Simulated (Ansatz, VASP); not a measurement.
**Pd: VASP beside Ansatz**

```
Pd
1.0
     2.79837    0.00000    0.00000
    -1.39918    2.42346    0.00000
     0.00000    0.00000    4.53336
Pd
2
Direct
  0.25333 0.62667 0.19000
  0.74667 0.37333 0.81000
```

Alike in both runs: task electric field gradients; functional PBEsol; k mesh 12 × 12 × 7; occupations fermi-dirac, width 0.05 eV; no spin polarisation; Hubbard terms Pd d U = 4.0 eV.

|  | VASP | Ansatz |
| --- | --- | --- |
| version | VASP 6.6.1 | Ansatz 0.2.0 |
| potentials or method | VASP PAW PBE potentials, release 64 (Pd) | PAW with Ansatz's default frozen-core files, scalar-relativistic |
| plane-wave cutoff (eV) | 520 | 420 |
| valence electrons in the cell | 20 | 36 |

```tsv
	VASP	Ansatz	Ansatz less VASP
gap on the k mesh at the Fermi level (eV)	none	none	-
pressure (GPa)	15.1	34.8	+19.74
traceless stress, the component that is largest in VASP (GPa)	20.02	28.41	+8.386
rms of the force components (eV/Å)	3.681	5.563	+1.8823
```

VASP's potentials were made for PBE, not for PBEsol. The programs project onto different local orbitals, so the same U acts differently, and such runs can settle in different states. Atom by atom the forces differ by 1.886 eV/Å (rms over components). A gap of «none» marks a metal or a gap that the smearing closes. VASP's potentials hold 20 valence electrons a cell and Ansatz's 36, so a difference there can come from the potentials and not from the codes. Ansatz's warnings: filled band counts differ across k points.
